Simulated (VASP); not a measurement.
A run of VASP 6.6.1:

File INCAR:

```
SYSTEM = Ru
ALGO = Normal
EDIFF = 1E-6
ENCUT = 520
GGA = PS
ISIF = 2
ISMEAR = -1
LASPH = .True.
LCHARG = .False.
LREAL = .False.
LWAVE = .False.
NBANDS = 21
NELM = 100
PREC = Accurate
SIGMA = 0.03
```

Contents of KPOINTS:

```
k-points
0
Gamma
  14 14 8
  0 0 0
```

File POSCAR:

```
Ru
1.0
    2.6246253542      0.0000000000      0.0000000000
   -1.3123126771      2.2729922322      0.0000000000
    0.0000000000      0.0000000000      4.2819000000
Ru
2
Direct
    0.3333333333      0.6666666667      0.2500000000
    0.6666666667      0.3333333333      0.7500000000
```

Potentials or basis: VASP PAW PBE potentials, release 64 (Ru_pv).

Run with:

```sh
$ cat potpaw_PBE.64/Ru_pv/POTCAR > POTCAR
$ mpirun -np 1 vasp_std > vasp.out
```

Hardware: 1 thread of AMD EPYC 7R13 (shared host).

Q: How long does it take, and how much memory?

A: It took 83 s on 1 thread of AMD EPYC 7R13, on a shared host, peak memory 0.14 GiB. Counts: scf iterations 11, k points 120.
